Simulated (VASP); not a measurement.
Set up this calculation in VASP 6.6.1, as the native input.

- Task: electric field gradients
- Functional: PBE
- Potentials or basis: VASP PAW PBE potentials, release 64 (Ru_pv)
- Cutoff: 520 eV
- k mesh: 14 × 14 × 8
- Occupations: fermi-dirac, width 0.03 eV
- Spin: no spin polarisation
- Dipole correction: no
- Further INCAR settings: ALGO = Normal; EDIFF = 1e-08; NBANDS = 21

The structure of Ru lies in POSCAR:

```
Ru
1.0
    2.6967497705      0.0000000000      0.0000000000
   -1.3483748852      2.3354538089      0.0000000000
    0.0000000000      0.0000000000      4.2675791572
Ru
2
Direct
    0.3333333333      0.6666666667      0.2500000000
    0.6666666667      0.3333333333      0.7500000000
```

This cell differs from its parent crystal: volume scaled by 0.99.

One way to write it, as run:

INCAR

```
PREC = Accurate
ENCUT = 520
EDIFF = 1E-8
ISMEAR = -1
SIGMA = 0.03
LREAL = False
LASPH = True
NELM = 80
ALGO = Normal
ISIF = 2
LWAVE = False
LCHARG = False
GGA = PE
LEFG = True
NBANDS = 21
```

KPOINTS

```
Automatic mesh
0
Gamma
  14 14 8
```

Potentials or basis: VASP PAW PBE potentials, release 64 (Ru_pv).

Launch:

```bash
$ cat potpaw_PBE.64/Ru_pv/POTCAR > POTCAR
$ mpirun -np 1 vasp_std > vasp.out
```

Results of the run:

```yaml
Pressure: 7.9 GPa
Band_gap_on_the_k_mesh: zero (band 14 reaches 14.68 eV, above the bottom of band 15 at 11.50 eV)
```

Caveat: without QUAD_EFG the Cq values of the log hold for a quadrupole moment of 1 mb, not for the nuclei.

Run time: 34 s on 1 thread of Intel(R) Xeon(R) Platinum 8559C (Emerald Rapids), on a shared host, peak memory 0.17 GiB.
